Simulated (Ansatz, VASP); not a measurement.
# One calculation of C, two programs

```xyz
2
Lattice="0.0000 1.7834 1.7834 1.7834 0.0000 1.7834 1.7834 1.7834 0.0000" Properties=species:S:1:pos:R:3 pbc="T T T"
C     0.8917    0.8917    0.8917
C     0.0000    0.0000    0.0000
```

Alike in both runs: task relaxation of cell and atoms; functional PBEsol; dispersion D4; k mesh 13 × 13 × 13; occupations tetrahedron; no spin polarisation.

```csv
,VASP,Ansatz
version,VASP 6.6.1,Ansatz 0.2.0
potentials or method,"VASP PAW PBE potentials, release 64 (C), cutoff 600 eV","all-electron LAPW, scalar-relativistic"
```

Ansatz gave:

| Item | Value |
| --- | --- |
| gap on the k mesh at the Fermi level, each at its own relaxed structure (eV) | 4.06 |
| relaxed volume (Å³/atom) | 5.57 |
| relaxed cell length with the largest relative difference (Å) | 2.507 |

Problem. What did VASP give for the same quantities?

Solution. gap on the k mesh at the Fermi level, each at its own relaxed structure (eV): 4.05; relaxed volume (Å³/atom): 5.58; relaxed cell length with the largest relative difference (Å): 2.508.

VASP's potentials were made for PBE, not for PBEsol. Ansatz ran all-electron here, and VASP with PAW potentials.
